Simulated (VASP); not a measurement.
# TaN (P-6m2) in VASP: notebook, part 2 of 3

VASP 6.6.1. The steps go on from the part before.

**5. Single point, LDA**

Input file INCAR:

```
SYSTEM = TaN
PREC     = Accurate       ! precision mode
ENCUT    = 600            ! plane-wave cutoff, eV
EDIFF    = 1E-6           ! SCF threshold, eV
ISMEAR   = -1             ! smearing method
SIGMA    = 0.1            ! smearing width, eV
LREAL    = .False.        ! projectors in reciprocal space
LASPH    = .True.         ! aspherical terms in the spheres
NELM     = 120            ! most SCF steps
ALGO     = Normal         ! electronic algorithm
ISIF     = 2              ! what is computed and relaxed
LWAVE    = .False.        ! write WAVECAR
LCHARG   = .True.         ! write CHGCAR
GGA      = CA             ! functional
LELF     = .True.         ! ELF
LVHAR    = .True.       
NBANDS   = 15             ! bands
GGA_COMPAT= .False.
```

Input file KPOINTS:

```
Automatic mesh
0
Gamma
  6 6 5
  0 0 0
```

Input file POSCAR:

```
TaN
1.0
    2.9380000000      0.0000000000      0.0000000000
   -1.4690000000      2.5443826400      0.0000000000
    0.0000000000      0.0000000000      2.8830000000
Ta N
1 1
Direct
    0.3333333333      0.6666666667      0.5000000000
    0.0000000000      0.0000000000      0.0000000000
```

Potentials or basis: VASP PAW LDA potentials, release 64 (Ta_pv, N).

Started as:

```
cat potpaw_LDA.64/Ta_pv/POTCAR potpaw_LDA.64/N/POTCAR > POTCAR
mpirun -np 1 vasp_std > vasp.out
```

OUTCAR:

```text
SYSTEM = TaN
   PREC = Accurate
   ENCUT = 600
   EDIFF = 1E-6
   ISMEAR = -1
   LREAL = .False.
   LASPH = .True.
   NELM = 120
   ISIF = 2
   GGA = CA

 ion  position               nearest neighbor table
   1  0.333  0.667  0.500-   2 2.23   2 2.23   2 2.23   2 2.23   2 2.23   2 2.23
   2  0.000  0.000  0.000-   1 2.23   1 2.23   1 2.23   1 2.23   1 2.23   1 2.23

  LATTYP: Found a hexagonal cell.
 ALAT       =     2.9380000000
 C/A-ratio  =     0.9812797822

  Lattice vectors:

 A1 = (   2.9380000000,   0.0000000000,   0.0000000000)
 A2 = (  -1.4690000000,   2.5443826400,   0.0000000000)
 A3 = (   0.0000000000,   0.0000000000,   2.8830000000)

Analysis of symmetry for initial positions (statically):
=====================================================================
 Subroutine PRICEL returns:
 Original cell was already a primitive cell.

 Routine SETGRP: Setting up the symmetry group for a
 hexagonal supercell.

 Subroutine GETGRP returns: Found 12 space group operations
 (whereof 12 operations were pure point group operations)
 out of a pool of 24 trial point group operations.

The static configuration has the point symmetry D_3h.

Analysis of symmetry for dynamics (positions and initial velocities):
=====================================================================
 Subroutine PRICEL returns:
 Original cell was already a primitive cell.

 Routine SETGRP: Setting up the symmetry group for a
 hexagonal supercell.

 Subroutine GETGRP returns: Found 12 space group operations
 (whereof 12 operations were pure point group operations)
 out of a pool of 24 trial point group operations.

The dynamic configuration has the point symmetry D_3h.

 Subroutine INISYM returns: Found 12 space group operations
 (whereof 12 operations are pure point group operations),
 and found     1 'primitive' translations

----------------------------------------------------------------------------------------

                                     Primitive cell

  volume of cell :      21.5516

  direct lattice vectors                    reciprocal lattice vectors
     2.938000000  0.000000000  0.000000000     0.340367597  0.196511323  0.000000000
    -1.469000000  2.544382640  0.000000000     0.000000000  0.393022647  0.000000000
     0.000000000  0.000000000  2.883000000     0.000000000  0.000000000  0.346860909

  length of vectors
     2.938000000  2.938000003  2.883000000     0.393022647  0.393022647  0.346860909

  position of ions in fractional coordinates (direct lattice)
     0.333333333  0.666666667  0.500000000
     0.000000000  0.000000000  0.000000000

  ion indices of the primitive-cell ions
   primitive index   ion index
                 1           1
                 2           2

----------------------------------------------------------------------------------------

 KPOINTS: Automatic mesh

Automatic generation of k-mesh.
 Grid dimensions read from file:
 generate k-points for:    6    6    5

 Generating k-lattice:

  Cartesian coordinates                     Fractional coordinates (reciprocal lattice)
     0.056727933  0.032751887  0.000000000     0.166666667  0.000000000  0.000000000
     0.000000000  0.065503774  0.000000000     0.000000000  0.166666667  0.000000000
     0.000000000  0.000000000  0.069372182     0.000000000  0.000000000  0.200000000
[... 36 lines left out ...]
   number of dos      NEDOS =    301   number of ions     NIONS =      2
   total plane-waves  NPLWV =  13824
   dimension x,y,z NGX =    24 NGY =   24 NGZ =   24
   dimension x,y,z NGXF=    48 NGYF=   48 NGZF=   48
   ions per type =               1   1
   NGX,Y,Z   is equivalent  to a cutoff of  13.58, 13.58, 13.84 a.u.
   NGXF,Y,Z  is equivalent  to a cutoff of  27.16, 27.16, 27.68 a.u.
 SYSTEM =  TaN
   PREC   = accura    normal or accurate (medium, high low for compatibility)
   ISTART =      0    job   : 0-new  1-cont  2-samecut
   ICHARG =      2    charge: 1-file 2-atom 10-const
   ISPIN  =      1    spin polarized calculation?
   LNONCOLLINEAR =      F non collinear calculations
   LSORBIT =      F    spin-orbit coupling
   LASPH  =      T    aspherical Exc in radial PAW
   ENCUT  =  600.0 eV  44.10 Ry    6.64 a.u.   5.87  5.87  5.76*2*pi/ulx,y,z
   NELM   =    120;   NELMIN=  2; NELMDL= -5     # of ELM steps
   EDIFF  = 0.1E-05   stopping-criterion for ELM
   LREAL  =      F    real-space projection
   EDIFFG = 0.1E-04   stopping-criterion for IOM
   NSW    =      0    number of steps for IOM
   IBRION =     -1    ionic relax: 0-MD 1-quasi-New 2-CG
   NFREE  =      0    steps in history (QN), initial steepest desc. (CG)
   ISIF   =      2    stress and relaxation
   ISYM   =      2    0-nonsym 1-usesym 2-fastsym
   POTIM  = 0.5000    time-step for ionic-motion
   TEBEG  =    0.0;   TEEND  =   0.0 temperature during run
   PSTRESS=    0.0 pullay stress
   NELECT =      16.0000    total number of electrons
   NUPDOWN=      -1.0000    fix difference up-down
   EMIN   =  10.00;   EMAX   =-10.00  energy-range for DOS
   EFERMI =   0.00;   METHOD = LEGACY
   ISMEAR =    -1;   SIGMA  =   0.10  broadening in eV -4-tet -1-fermi 0-gaus
   EFERMI_NEDOS =   21; number of points for ismear=-14 and -15
   IALGO  =     38    algorithm
   IMIX   =      4    mixing-type and parameters
     AMIX     =   0.40;   BMIX     =  1.00
     AMIX_MAG =   1.60;   BMIX_MAG =  1.00
  volume/ion in A,a.u.               =      10.78        72.72
  Fermi-wavevector in a.u.,A,eV,Ry     =   1.482365  2.801264 29.897531  2.197407
  Thomas-Fermi vector in A             =   2.596160
   LORBIT       =      0    0 simple, 1 ext, 2 COOP (PROOUT), +10 PAW based schemes
   GGA     = CA    functional components
   LHFCALC =     F    Hartree Fock is set to
   AEXX    =    0.0000 exact exchange contribution
   IVDW    =     0    specifies the selected vdW correction
   LEPSILON=     F    determine dielectric tensor
   LRPA    =     F    only Hartree local field effects (RPA)
 non-spin polarized calculation
  energy-cutoff  :      600.00
  volume of cell :       21.55
 maximum number of plane-waves:       732
 NGX is ok and might be reduce to    24
   NGX = 11   NGY = 11   NGZ = 11

 number of electron      16.0000001 magnetization

 Free energy of the ion-electron system (eV)
  ---------------------------------------------------
  ext. energy  EPLUGINS =         0.00000000
  ---------------------------------------------------
  free energy    TOTEN  =       -24.70934327 eV

  energy without entropy =      -24.70513224  energy(sigma->0) =      -24.70723776

 E-fermi :   8.2169     XC(G=0): -13.5824

 val. band max:        8.0748057681   @ k =   0.0000   0.0000   0.4000
 cond. band min:       8.2523874120   @ k =   0.3333   0.3333   0.0000
 fundamental gap:      0.1775816438
 Fermi energy:         8.2169118781

 k-point     1 :       0.0000    0.0000    0.0000
  band No.  band energies     occupation
      1     -26.5225      2.00000
      2     -26.2553      2.00000
      3     -26.2553      2.00000
      4      -9.4290      2.00000
      5       3.5632      2.00000
      6       3.5632      2.00000
      7       3.9110      2.00000
      8       5.2348      2.00000
      9      10.4726      0.00000
     10      11.6876      0.00000
     11      11.6876      0.00000
     12      12.0393      0.00000
     13      12.0393      0.00000
     14      20.4948      0.00000
[... 347 lines left out ...]
      2     -26.8975      2.00000
      3     -26.8232      2.00000
      4      -7.2830      2.00000
      5       0.0816      2.00000
      6       1.6846      2.00000
      7       3.8958      2.00000
      8       7.7243      1.98560
      9      12.6562      0.00000
     10      12.6805      0.00000
     11      14.5984      0.00000
     12      14.9667      0.00000
     13      17.3546      0.00000
     14      20.0926      0.00000
     15      20.5212      0.00000

------------------------ aborting loop because EDIFF is reached ----------------------------------------

  FORCE on cell =-STRESS in cart. coord.  units (eV):
  Direction    XX          YY          ZZ          XY          YZ          ZX
  --------------------------------------------------------------------------------------
  -------------------------------------------------------------------------------------
  Total       -1.2856950     -1.2856950     -1.4318660      0.0000000      0.0000000     -0.0000000
  in kB      -95.5805860    -95.5805863   -106.4471664      0.0000000      0.0000000     -0.0000000
  external PRESSURE =     -99.2027795 kB  Pullay stress =       0.0000000 kB

 VOLUME and BASIS-vectors are now :
 -----------------------------------------------------------------------------
  energy-cutoff  :      600.00
  volume of cell :       21.55
      direct lattice vectors                 reciprocal lattice vectors
     2.938000000  0.000000000  0.000000000     0.340367597  0.196511323  0.000000000
    -1.469000000  2.544382640  0.000000000     0.000000000  0.393022647  0.000000000
     0.000000000  0.000000000  2.883000000     0.000000000  0.000000000  0.346860909

 POSITION                                       TOTAL-FORCE (eV/Angst)
 -----------------------------------------------------------------------------------
     -0.00000      1.69626      1.44150        -0.000000      0.000000      0.000000
      0.00000      0.00000      0.00000         0.000000     -0.000000      0.000000
 -----------------------------------------------------------------------------------
    total drift:                                0.000000      0.000000     -0.000000

  FREE ENERGIE OF THE ION-ELECTRON SYSTEM (eV)
  ---------------------------------------------------
  free  energy   TOTEN  =       -24.7093432732 eV

  energy  without entropy=      -24.7051322423  energy(sigma->0) =      -24.70723776
```

Wall time 3.5 s (1 thread of Intel Xeon 6975P-C (Granite Rapids), shared host); peak memory 0.13 GiB.

What came out:

- Free energy: -24.7093 eV
- Pressure: -9.9 GPa
- Band gap on the k mesh: zero (band 8 reaches 8.25 eV, above the bottom of band 9 at 8.07 eV)

Caveat: the k points lie up to 0.44 Å⁻¹ apart; spin-orbit coupling is left out, which moves the levels of the heavy elements.

(Continued in part 3 of 3.)
